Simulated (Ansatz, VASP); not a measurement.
Ti: VASP beside Ansatz

```
Ti
1.0
     2.95000    0.00000    0.00000
    -1.47500    2.55477    0.00000
     0.00000    0.00000    4.68000
Ti
2
Direct
  0.66667 0.33333 0.75000
  0.33333 0.66667 0.25000
```

Alike in both runs: task relaxation of cell and atoms; functional PBEsol; dispersion D4; k mesh 10 × 10 × 6; occupations fermi-dirac, width 0.05 eV; no spin polarisation.

```csv
,VASP,Ansatz
version,VASP 6.6.1,Ansatz 0.2.0
potentials or method,"VASP PAW PBE potentials, release 64 (Ti_sv)",Ansatz PAW
plane-wave cutoff (eV),600,420
valence electrons in the cell,24,24
```

|  | VASP | Ansatz | Ansatz less VASP |
| --- | --- | --- | --- |
| relaxed volume (Å³/atom) | 16.52 | 16.57 | +0.045 |
| relaxed cell length with the largest relative difference (Å) | 4.560 | 4.565 | +0.0049 |

VASP's potentials were made for PBE, not for PBEsol.

Noted on Ansatz's run: the plane-wave basis is chosen anew once the cell has moved, so the energies of steps on either side of that aren't comparable.
